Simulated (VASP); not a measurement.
# Si (a cell with a defect) in VASP: notebook

Runs on Si (a cell with a defect). Level: PBE. Tasks: single point.

Program: VASP 6.6.1. These are calculated values, not measurements. Logs are shortened: lines on timing, memory, paths and dates and some standing lists are left out, and cuts for length are marked.

## (1) The cell of the first run

The cell holds a defect, 17 atoms: a = 7.679 Å, b = 7.679 Å, c = 7.679 Å, α = 60.00°, β = 60.00°, γ = 60.00°.

## (2) Single point, PBE

Input file INCAR:

```
PREC     = Accurate       # precision mode
ENCUT    = 520            # plane-wave cutoff, eV
EDIFF    = 1E-6           # SCF threshold, eV
ISMEAR   = 0              # smearing method
SIGMA    = 0.02           # smearing width, eV
LREAL    = Auto         
LASPH    = True           # aspherical terms in the spheres
NELM     = 80             # most SCF steps
ALGO     = Normal         # electronic algorithm
ISIF     = 2              # what is computed and relaxed
LWAVE    = False          # write WAVECAR
LCHARG   = False          # write CHGCAR
GGA      = PE             # functional
NBANDS   = 48             # bands
```

Input file KPOINTS:

```
Automatic mesh
0
Gamma
  2 2 2
```

Input file POSCAR:

```
Si
1.0
    0.0000000000      5.4300000000      5.4300000000
    5.4300000000      0.0000000000      5.4300000000
    5.4300000000      5.4300000000      0.0000000000
Si
17
Direct
   -0.0001478821      0.0008825046     -0.0011532228
    0.1211679558      0.1228491713      0.1278486188
   -0.0000483425      0.0010186924      0.5000906998
    0.1249048803      0.1250616022      0.6249652855
   -0.0073502762      0.5030279926      0.0019139963
    0.1213221915      0.6285389503      0.1280024862
    0.0000983425      0.4989031308      0.5002480663
    0.1212764273      0.6287513812      0.6214340700
    0.5012824125     -0.0045868324      0.0014205341
    0.6277073665      0.1226616943      0.1278069982
    0.4987889503      0.0008600368      0.4999600368
    0.6277311234      0.1228305709      0.6213187845
    0.5016869245      0.5028397790      0.0018154696
    0.6240474217      0.6267476059      0.1241792818
    0.5017875691      0.5030157459      0.4927906998
    0.6278550645      0.6285103131      0.6214900552
    0.3739326888      0.3768824125      0.8741050645
```

Potentials or basis: VASP PAW PBE potentials, release 64 (Si).

Run with:

```sh
$ cat potpaw_PBE.64/Si/POTCAR > POTCAR
$ mpirun -np 1 vasp_std > vasp.out
```

OUTCAR:

```text
PREC = Accurate
   ENCUT = 520
   EDIFF = 1E-6
   ISMEAR = 0
   LREAL = Auto
   LASPH = True
   NELM = 80
   ISIF = 2
   GGA = PE

 ion  position               nearest neighbor table
   1  1.000  0.001  0.999-  10 2.33   2 2.33   6 2.33   4 2.34
   2  0.121  0.123  0.128-   3 2.33   1 2.33   9 2.38   5 2.38  17 2.75
   3  1.000  0.001  0.500-  12 2.33   2 2.33   8 2.33   4 2.34
   4  0.125  0.125  0.625-   7 2.34   3 2.34   1 2.34  11 2.34
   5  0.993  0.503  0.002-  14 2.31   2 2.38   6 2.38   8 2.39  17 2.39
   6  0.121  0.629  0.128-   7 2.33   1 2.33   5 2.38  13 2.38  17 2.75
   7  0.000  0.499  0.500-   8 2.33  16 2.33   6 2.33   4 2.34
   8  0.121  0.629  0.621-   7 2.33   3 2.33   5 2.39  15 2.39  17 2.74
   9  0.501  0.995  0.001-  14 2.31  10 2.38  12 2.38   2 2.38  17 2.39
  10  0.628  0.123  0.128-   1 2.33  11 2.33   9 2.38  13 2.38  17 2.76
  11  0.499  0.001  0.500-  10 2.33  12 2.33  16 2.33   4 2.34
  12  0.628  0.123  0.621-   3 2.33  11 2.33   9 2.38  15 2.38  17 2.75
  13  0.502  0.503  0.002-  14 2.31  10 2.38  16 2.38   6 2.38  17 2.39
  14  0.624  0.627  0.124-   5 2.31  15 2.31  13 2.31   9 2.31
  15  0.502  0.503  0.493-  14 2.31  12 2.38  16 2.38   8 2.39  17 2.39
  16  0.628  0.629  0.621-   7 2.33  11 2.33  15 2.38  13 2.38  17 2.75
  17  0.374  0.377  0.874-   5 2.39  15 2.39  13 2.39   9 2.39   8 2.74  16 2.75   6 2.75   2 2.75
                            12 2.75  10 2.76

  LATTYP: Found a face centered cubic cell.
 ALAT       =    10.8600000000

  Lattice vectors:

 A1 = (   0.0000000000,   5.4300000000,   5.4300000000)
 A2 = (   5.4300000000,   0.0000000000,   5.4300000000)
 A3 = (   5.4300000000,   5.4300000000,   0.0000000000)

Analysis of symmetry for initial positions (statically):
=====================================================================
 Subroutine PRICEL returns:
 Original cell was already a primitive cell.

 Routine SETGRP: Setting up the symmetry group for a
 face centered cubic supercell.

 Subroutine GETGRP returns: Found  1 space group operations
 (whereof  1 operations were pure point group operations)
 out of a pool of 48 trial point group operations.

The static configuration has the point symmetry C_1 .

Analysis of symmetry for dynamics (positions and initial velocities):
=====================================================================
 Subroutine PRICEL returns:
 Original cell was already a primitive cell.

 Routine SETGRP: Setting up the symmetry group for a
 face centered cubic supercell.

 Subroutine GETGRP returns: Found  1 space group operations
 (whereof  1 operations were pure point group operations)
 out of a pool of 48 trial point group operations.

The dynamic configuration has the point symmetry C_1 .

 Subroutine INISYM returns: Found  1 space group operations
 (whereof  1 operations are pure point group operations),
 and found     1 'primitive' translations

----------------------------------------------------------------------------------------

                                     Primitive cell

  volume of cell :     320.2060

  direct lattice vectors                    reciprocal lattice vectors
     0.000000000  5.430000000  5.430000000    -0.092081031  0.092081031  0.092081031
     5.430000000  0.000000000  5.430000000     0.092081031 -0.092081031  0.092081031
     5.430000000  5.430000000  0.000000000     0.092081031  0.092081031 -0.092081031

  length of vectors
     7.679179644  7.679179644  7.679179644     0.159489025  0.159489025  0.159489025

  position of ions in fractional coordinates (direct lattice)
     0.999852118  0.000882505  0.998846777
     0.121167956  0.122849171  0.127848619
     0.999951657  0.001018692  0.500090700
     0.124904880  0.125061602  0.624965285
     0.992649724  0.503027993  0.001913996
     0.121322191  0.628538950  0.128002486
[... 9 lines left out ...]
     0.627855064  0.628510313  0.621490055
     0.373932689  0.376882413  0.874105065

  ion indices of the primitive-cell ions
   primitive index   ion index
                 1           1
                 2           2
                 3           3
                 4           4
                 5           5
                 6           6
[... 9 lines left out ...]
                16          16
                17          17

----------------------------------------------------------------------------------------

 KPOINTS: Automatic mesh

Automatic generation of k-mesh.
 Grid dimensions read from file:
 generate k-points for:    2    2    2

 Generating k-lattice:

  Cartesian coordinates                     Fractional coordinates (reciprocal lattice)
    -0.046040516  0.046040516  0.046040516     0.500000000  0.000000000  0.000000000
     0.046040516 -0.046040516  0.046040516     0.000000000  0.500000000  0.000000000
     0.046040516  0.046040516 -0.046040516     0.000000000  0.000000000  0.500000000

  Length of vectors
     0.079744512  0.079744512  0.079744512

  Shift w.r.t. Gamma in fractional coordinates (k-lattice)
     0.000000000  0.000000000  0.000000000

 Subroutine IBZKPT returns following result:
 ===========================================

 Found      8 irreducible k-points:

 Following reciprocal coordinates:
            Coordinates               Weight
  0.000000  0.000000  0.000000      1.000000
  0.500000  0.000000  0.000000      1.000000
  0.000000  0.500000  0.000000      1.000000
  0.000000  0.000000  0.500000      1.000000
  0.500000  0.500000  0.500000      1.000000
  0.500000  0.500000  0.000000      1.000000
  0.000000  0.500000  0.500000      1.000000
  0.500000  0.000000  0.500000      1.000000
   k-points           NKPTS =      8   k-points in BZ     NKDIM =      8   number of bands    NBANDS=     48
   number of dos      NEDOS =    301   number of ions     NIONS =     17
   total plane-waves  NPLWV = 216000
   dimension x,y,z NGX =    60 NGY =   60 NGZ =   60
   dimension x,y,z NGXF=   120 NGYF=  120 NGZF=  120
   ions per type =              17
   NGX,Y,Z   is equivalent  to a cutoff of  12.99, 12.99, 12.99 a.u.
   NGXF,Y,Z  is equivalent  to a cutoff of  25.98, 25.98, 25.98 a.u.
 SYSTEM =  unknown system
   PREC   = accura    normal or accurate (medium, high low for compatibility)
   ISTART =      0    job   : 0-new  1-cont  2-samecut
   ICHARG =      2    charge: 1-file 2-atom 10-const
   ISPIN  =      1    spin polarized calculation?
   LNONCOLLINEAR =      F non collinear calculations
   LSORBIT =      F    spin-orbit coupling
   LASPH  =      T    aspherical Exc in radial PAW
   ENCUT  =  520.0 eV  38.22 Ry    6.18 a.u.  14.28 14.28 14.28*2*pi/ulx,y,z
   NELM   =     80;   NELMIN=  2; NELMDL= -5     # of ELM steps
   EDIFF  = 0.1E-05   stopping-criterion for ELM
   LREAL  =      T    real-space projection
   EDIFFG = 0.1E-04   stopping-criterion for IOM
   NSW    =      0    number of steps for IOM
   IBRION =     -1    ionic relax: 0-MD 1-quasi-New 2-CG
   NFREE  =      0    steps in history (QN), initial steepest desc. (CG)
   ISIF   =      2    stress and relaxation
   ISYM   =      2    0-nonsym 1-usesym 2-fastsym
   POTIM  = 0.5000    time-step for ionic-motion
   TEBEG  =    0.0;   TEEND  =   0.0 temperature during run
   PSTRESS=    0.0 pullay stress
   NELECT =      68.0000    total number of electrons
   NUPDOWN=      -1.0000    fix difference up-down
   EMIN   =  10.00;   EMAX   =-10.00  energy-range for DOS
   EFERMI =   0.00;   METHOD = LEGACY
   ISMEAR =     0;   SIGMA  =   0.02  broadening in eV -4-tet -1-fermi 0-gaus
   EFERMI_NEDOS =   21; number of points for ismear=-14 and -15
   IALGO  =     38    algorithm
   IMIX   =      4    mixing-type and parameters
     AMIX     =   0.40;   BMIX     =  1.00
     AMIX_MAG =   1.60;   BMIX_MAG =  1.00
  volume/ion in A,a.u.               =      18.84       127.11
  Fermi-wavevector in a.u.,A,eV,Ry     =   0.976715  1.845724 12.979587  0.953973
  Thomas-Fermi vector in A             =   2.107356
   LORBIT       =      0    0 simple, 1 ext, 2 COOP (PROOUT), +10 PAW based schemes
   GGA     = PE    functional components
   LHFCALC =     F    Hartree Fock is set to
   AEXX    =    0.0000 exact exchange contribution
   IVDW    =     0    specifies the selected vdW correction
   LEPSILON=     F    determine dielectric tensor
   LRPA    =     F    only Hartree local field effects (RPA)
 non-spin polarized calculation
 Gauss-broadening in eV      SIGMA  =   0.02
  energy-cutoff  :      520.00
  volume of cell :      320.21
 maximum number of plane-waves:      8646
 NGX is ok and might be reduce to    60
   NGX = 29   NGY = 29   NGZ = 29

 number of electron      68.0000001 magnetization

 Free energy of the ion-electron system (eV)
  ---------------------------------------------------
  ext. energy  EPLUGINS =         0.00000000
  ---------------------------------------------------
  free energy    TOTEN  =       -87.98990482 eV

  energy without entropy =      -87.98604826  energy(sigma->0) =      -87.98797654

 E-fermi :   6.9197     XC(G=0):  -9.6743

 val. band max:        6.6778997793   @ k =   0.0000   0.0000   0.0000
 cond. band min:       6.9257621873   @ k =   0.5000   0.0000   0.5000
 fundamental gap:      0.2478624080
 Fermi energy:         6.9196972217

 k-point     1 :       0.0000    0.0000    0.0000
  band No.  band energies     occupation
      1      -6.3171      2.00000
      2      -3.7724      2.00000
      3      -3.6289      2.00000
      4      -3.6270      2.00000
      5      -3.6263      2.00000
      6      -2.8053      2.00000
[... 38 lines left out ...]
     45       8.1231      0.00000
     46       9.0593      0.00000

 k-point     2 :       0.5000    0.0000    0.0000
  band No.  band energies     occupation
      1      -5.9143      2.00000
      2      -4.9564      2.00000
      3      -3.5704      2.00000
      4      -3.4249      2.00000
      5      -3.4227      2.00000
      6      -2.9560      2.00000
[... 38 lines left out ...]
     45       9.8131      0.00000
     46       9.9554      0.00000

 k-point     3 :       0.0000    0.5000    0.0000
  band No.  band energies     occupation
      1      -5.9153      2.00000
      2      -4.9542      2.00000
      3      -3.5688      2.00000
      4      -3.4270      2.00000
      5      -3.4237      2.00000
      6      -2.9562      2.00000
[... 38 lines left out ...]
     45       9.8149      0.00000
     46       9.9605      0.00000

 k-point     4 :       0.0000    0.0000    0.5000
  band No.  band energies     occupation
      1      -5.9144      2.00000
      2      -4.9562      2.00000
      3      -3.5703      2.00000
      4      -3.4254      2.00000
      5      -3.4227      2.00000
      6      -2.9560      2.00000
[... 38 lines left out ...]
     45       9.8133      0.00000
     46       9.9555      0.00000

 k-point     5 :       0.5000    0.5000    0.5000
  band No.  band energies     occupation
      1      -5.9148      2.00000
      2      -4.9551      2.00000
      3      -3.5697      2.00000
      4      -3.4273      2.00000
      5      -3.4224      2.00000
      6      -2.9563      2.00000
[... 38 lines left out ...]
     45       9.8144      0.00000
     46       9.9569      0.00000

 k-point     6 :       0.5000    0.5000    0.0000
  band No.  band energies     occupation
      1      -5.7811      2.00000
      2      -4.7228      2.00000
      3      -3.9933      2.00000
      4      -3.8774      2.00000
      5      -3.8766      2.00000
      6      -3.6259      2.00000
[... 38 lines left out ...]
     45      10.1230      0.00000
     46      10.1262      0.00000

 k-point     7 :       0.0000    0.5000    0.5000
  band No.  band energies     occupation
      1      -5.7811      2.00000
      2      -4.7227      2.00000
      3      -3.9932      2.00000
      4      -3.8775      2.00000
      5      -3.8766      2.00000
      6      -3.6260      2.00000
[... 38 lines left out ...]
     45      10.1229      0.00000
     46      10.1264      0.00000

 k-point     8 :       0.5000    0.0000    0.5000
  band No.  band energies     occupation
      1      -5.7812      2.00000
      2      -4.7224      2.00000
      3      -3.9930      2.00000
      4      -3.8782      2.00000
      5      -3.8765      2.00000
      6      -3.6260      2.00000
[... 38 lines left out ...]
     45      10.1213      0.00000
     46      10.1282      0.00000
 [bands above 46 left out]

------------------------ aborting loop because EDIFF is reached ----------------------------------------

  FORCE on cell =-STRESS in cart. coord.  units (eV):
  Direction    XX          YY          ZZ          XY          YZ          ZX
  --------------------------------------------------------------------------------------
  -------------------------------------------------------------------------------------
  Total       10.6881821     10.6902706     10.6893335      0.0077371      0.0065450     -0.0041421
  in kB       53.4792052     53.4896551     53.4849663      0.0387133      0.0327483     -0.0207255
  external PRESSURE =      53.4846089 kB  Pullay stress =       0.0000000 kB

 VOLUME and BASIS-vectors are now :
 -----------------------------------------------------------------------------
  energy-cutoff  :      520.00
  volume of cell :      320.21
      direct lattice vectors                 reciprocal lattice vectors
     0.000000000  5.430000000  5.430000000    -0.092081031  0.092081031  0.092081031
     5.430000000  0.000000000  5.430000000     0.092081031 -0.092081031  0.092081031
     5.430000000  5.430000000  0.000000000     0.092081031  0.092081031 -0.092081031

 POSITION                                       TOTAL-FORCE (eV/Angst)
 -----------------------------------------------------------------------------------
      5.42853     10.85294      5.43399        -0.020966     -0.008738      0.017319
      1.36129      1.35216      1.32501        -0.002763     -0.001208      0.019573
      2.72102      8.14523      5.43527         0.013354      0.016374      0.014600
      4.07265      4.07180      1.35732         0.001188     -0.003414      0.000864
      2.74183      5.40048      8.12153        -0.003075     -0.005776      0.002335
      4.10802      1.35383      4.07175        -0.016238     -0.000838      0.007169
[... 9 lines left out ...]
      6.78750      6.78394      6.82206         0.006512     -0.001858     -0.015073
      6.79286      6.77685      4.07693        -0.001750      0.005100     -0.000545
 -----------------------------------------------------------------------------------
    total drift:                               -0.002616      0.009819     -0.002787

  FREE ENERGIE OF THE ION-ELECTRON SYSTEM (eV)
  ---------------------------------------------------
  free  energy   TOTEN  =       -87.9899048191 eV

  energy  without entropy=      -87.9860482639  energy(sigma->0) =      -87.98797654
```

Wall time 99 s (1 thread of Intel Xeon 6975P-C (Granite Rapids), shared host); peak memory 0.45 GiB.

Results:

| Property | Result |
| --- | --- |
| Free energy | -87.9899 eV |
| Pressure | 5.3 GPa |
| Largest force | 0.031 eV/Å |
| Band gap on the k mesh | zero (band 34 reaches 6.93 eV, above the bottom of band 35 at 6.68 eV) |

Forces on the atoms (eV/Å):
```
Si  -0.021 -0.009  0.017
Si  -0.003 -0.001  0.020
Si   0.013  0.016  0.015
Si   0.001 -0.003  0.001
Si  -0.003 -0.006  0.002
Si  -0.016 -0.001  0.007
Si  -0.013  0.012 -0.012
Si   0.002  0.028  0.004
Si  -0.008  0.009 -0.009
Si   0.002 -0.031  0.001
Si   0.017 -0.010 -0.022
Si   0.021 -0.002 -0.002
Si   0.001  0.000  0.000
Si   0.000 -0.001 -0.002
Si   0.003 -0.006 -0.005
Si   0.007 -0.002 -0.015
Si  -0.002  0.005 -0.001
```

Caveat: the k points lie up to 0.50 Å⁻¹ apart.

## (3) Single point, PBE

Input file INCAR:

```
PREC = Accurate
ENCUT = 520
EDIFF = 1E-6
ISMEAR = 0
SIGMA = 0.02
LREAL = Auto
LASPH = True
NELM = 60
ALGO = Normal
ISIF = 2
LWAVE = False
LCHARG = False
GGA = PE
NBANDS = 48
```

KPOINTS is that of step 2.

Input file POSCAR:

```
Si
1.0
    0.0000000000      5.4300000000      5.4300000000
    5.4300000000      0.0000000000      5.4300000000
    5.4300000000      5.4300000000      0.0000000000
Si
17
Direct
   -0.0009513812      0.0000362799      0.0010810313
    0.1226752302      0.1228505525      0.1232284530
   -0.0032125230     -0.0032025783      0.5035790055
    0.1223161142      0.1225965930      0.6325590239
   -0.0030976980      0.5030790976     -0.0029562615
    0.1226050645      0.6314586556      0.1231905157
   -0.0032484346      0.5029283610      0.5035662983
    0.1262218232      0.6245151934      0.6247894107
    0.5028398711     -0.0030833333     -0.0029599448
    0.6304185083      0.1230997238      0.1234175875
    0.5025559853     -0.0031079190      0.5036670350
    0.6244807551      0.1261037753      0.6248279006
    0.5027842541      0.5032522099     -0.0029523941
    0.6245953959      0.6246767956      0.1260694291
    0.5000758748      0.4999745856      0.4999587477
    0.6244525783      0.6246002762      0.6248234807
    0.2490919890      0.2500365562      1.2510258748
```

Potentials or basis: VASP PAW PBE potentials, release 64 (Si).

Run with:

```sh
$ cat potpaw_PBE.64/Si/POTCAR > POTCAR
$ mpirun -np 1 vasp_std > vasp.out
```

It took 1.7 min on 1 thread of Intel Xeon 6975P-C (Granite Rapids), shared host; peak memory 0.45 GiB.

It converged, with:

| Quantity | Value |
| --- | --- |
| Free energy | -87.9900 eV |
| Pressure | 5.3 GPa |
| Largest force | 0.024 eV/Å |
| Band gap on the k mesh | zero (band 34 reaches 6.93 eV, above the bottom of band 35 at 6.67 eV) |

Forces in eV/Å, atoms in the order of the input:
```
Si   0.003  0.001 -0.002
Si   0.001  0.000 -0.002
Si  -0.001 -0.003  0.015
Si  -0.008 -0.008  0.008
Si   0.003  0.017 -0.003
Si   0.001  0.002 -0.002
Si  -0.015 -0.003  0.001
Si  -0.012  0.010  0.012
Si   0.024  0.001 -0.002
Si  -0.006  0.008  0.006
Si  -0.002 -0.016  0.003
Si   0.009 -0.014  0.014
Si   0.002  0.002 -0.022
Si   0.012  0.016 -0.013
Si   0.001  0.000 -0.001
Si  -0.014 -0.013 -0.009
Si   0.003  0.000 -0.003
```

Levels at points of the mesh, in eV from the Fermi level:
```csv
k point,band 30,band 31,band 32,band 33,band 34,band 35,band 36,band 37,band 38,band 39
"(0.00, 0.00, 0.00)",-1.76,-0.83,-0.83,-0.83,-0.25,-0.25,-0.24,0.08,0.08,0.40
"(0.50, 0.00, 0.00)",-1.59,-1.58,-1.44,-1.44,-0.36,0.52,0.53,0.89,0.89,1.28
"(0.00, 0.50, 0.00)",-1.59,-1.58,-1.44,-1.44,-0.36,0.52,0.53,0.89,0.89,1.28
"(0.00, 0.00, 0.50)",-1.59,-1.58,-1.44,-1.44,-0.35,0.53,0.53,0.89,0.89,1.28
"(0.50, 0.50, 0.50)",-1.59,-1.58,-1.44,-1.44,-0.36,0.52,0.53,0.89,0.89,1.28
"(0.50, 0.50, 0.00)",-2.03,-2.03,-1.90,-1.00,0.01,0.71,1.01,1.02,1.14,1.89
"(0.00, 0.50, 0.50)",-2.03,-2.03,-1.90,-1.00,0.01,0.71,1.01,1.02,1.14,1.89
"(0.50, 0.00, 0.50)",-2.03,-2.03,-1.90,-1.00,0.01,0.71,1.01,1.02,1.14,1.89
```

Caveat: the k points lie up to 0.50 Å⁻¹ apart.
